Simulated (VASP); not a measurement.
Set up this calculation in VASP 6.6.1, as the native input.

```yaml
Task: single point
Functional: r2SCAN
Potentials_or_basis: VASP PAW PBE potentials, release 64 (Pt)
Cutoff: 520 eV
k_mesh: 14 × 14 × 14
Occupations: fermi-dirac, width 0.1 eV
Spin: no spin polarisation
Dipole_correction: no
Further_INCAR_settings: ALGO = Normal; EDIFF = 1e-07; NBANDS = 11
```

The system is Pt.

```xyz
1
Lattice="0.0000 1.9706 1.9706 1.9706 0.0000 1.9706 1.9706 1.9706 0.0000" Properties=species:S:1:pos:R:3 pbc="T T T"
Pt    0.0000    0.0000    0.0000
```

The input as run:

POSCAR

```
Pt
1.0
    0.0000000000      1.9705765472      1.9705765472
    1.9705765472      0.0000000000      1.9705765472
    1.9705765472      1.9705765472      0.0000000000
Pt
1
Direct
    0.0000000000      0.0000000000      0.0000000000
```

INCAR.step1

```
PREC = Accurate
ENCUT = 520
ISMEAR = -1
SIGMA = 0.1
LREAL = False
LASPH = True
NELM = 80
NBANDS = 11
GGA = PE
ALGO = Normal
EDIFF = 1E-4
LWAVE = True
LCHARG = False
```

INCAR.step2

```
PREC = Accurate
ENCUT = 520
EDIFF = 1E-7
ISMEAR = -1
SIGMA = 0.1
LREAL = False
LASPH = True
NELM = 80
ALGO = Normal
ISIF = 2
LWAVE = False
LCHARG = False
METAGGA = R2SCAN
LMIXTAU = True
NBANDS = 11
ISTART = 1
```

KPOINTS

```
Automatic mesh
0
Gamma
  14 14 14
```

Potentials or basis: VASP PAW PBE potentials, release 64 (Pt).

Run with:

```sh
$ cat potpaw_PBE.64/Pt/POTCAR > POTCAR
$ cp INCAR.step1 INCAR
$ mpirun -np 1 vasp_std > vasp.out
$ cp INCAR.step2 INCAR
$ mpirun -np 1 vasp_std > vasp.out
```

It gave:

```json
{"Pressure": "0.7 GPa", "Band gap on the k mesh": "zero (band 5 reaches 11.25 eV, above the bottom of band 6 at 8.92 eV)"}
```

Caveat: the PAW data sets were made with another functional, which shifts forces and pressure a little; spin-orbit coupling is left out, which moves the levels of the heavy elements.

Run time: 37 s on 1 thread of Intel(R) Xeon(R) Platinum 8488C (Sapphire Rapids), on a shared host, peak memory 0.15 GiB.
